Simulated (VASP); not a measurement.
A run of VASP 6.6.1 is set up as follows.

The input INCAR:

```
  PREC = Accurate
  ENCUT = 520
  EDIFF = 1E-7
  ISMEAR = 0
  SIGMA = 0.1
  LREAL = False
  LASPH = True
  NELM = 80
  ALGO = Normal
  ISIF = 2
  LWAVE = False
  LCHARG = False
  GGA = PE
  NBANDS = 40
```

The input KPOINTS:

```
regular mesh
0
Gamma
  4 4 4
```

File POSCAR:

```
ScIn4
1.0
   -3.1335789900      3.1335789900      3.1335789900
    3.1335789900     -3.1335789900      3.1335789900
    3.1335789900      3.1335789900     -3.1335789900
Sc In
1 4
Direct
    0.0000000000      0.0000000000      0.0000000000
    0.0000000000      0.0000000000      0.5000000000
    0.0000000000      0.5000000000      0.0000000000
    0.5000000000      0.0000000000      0.0000000000
    0.5000000000      0.5000000000      0.5000000000
```

Potentials or basis: VASP PAW PBE potentials, release 64 (Sc_sv, In_d).

Run with:

```console
$ cat potpaw_PBE.64/Sc_sv/POTCAR potpaw_PBE.64/In_d/POTCAR > POTCAR
$ mpirun -np 1 vasp_std > vasp.out
```

(1) Estimate the pressure.

Results:

(1) 13.4 GPa.
